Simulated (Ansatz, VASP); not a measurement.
**Two plane-wave programs on Bi2Te2O3**

```
Bi Te O
1.0
     2.89002    1.66855    4.64730
    -2.89002    1.66855    4.64730
     0.00000   -3.33711    4.64730
Bi Te O
2 2 3
Direct
  0.21500 0.21500 0.21500
  0.78500 0.78500 0.78500
  0.50000 0.50000 0.50000
  0.00000 0.00000 0.00000
  0.00000 0.50000 0.50000
  0.50000 0.00000 0.50000
  0.50000 0.50000 0.00000
```

Change from the starting cell: species swapped into the Ni3Sn2S2 type (R-3m, No. 166).

Alike in both runs: task relaxation of cell and atoms; functional PBE; k mesh 3 × 3 × 3; occupations gaussian, width 0.15 eV; no spin polarisation.

|  | VASP | Ansatz |
| --- | --- | --- |
| version | VASP 6.6.1 | Ansatz 0.2.0 |
| potentials or method | VASP PAW PBE potentials, release 64 (Bi_d, Te, O), cutoff 600 eV | scalar-relativistic, plane waves, PAW |
| valence electrons in the cell | 60 | 80 |

VASP gave:

* gap on the k mesh at the Fermi level, each at its own relaxed structure (eV): none
* relaxed volume (Å³/atom): 22.28
* relaxed length of the cell vector where the two differ most in proportion (Å): 6.216

Which values does Ansatz return?

gap on the k mesh at the Fermi level, each at its own relaxed structure (eV): none; relaxed volume (Å³/atom): 22.05; relaxed length of the cell vector where the two differ most in proportion (Å): 6.177.

A gap of «none» marks a metal or a gap that the smearing closes. VASP's potentials hold 60 valence electrons a cell and Ansatz's 80, so a difference there can come from the potentials and not from the codes.

The k mesh is coarse, so the values compare programs but aren't converged. Spin-orbit coupling is off throughout. Noted on VASP's run: the volume moved by over 15 % at a fixed basis, so the end points are rough.
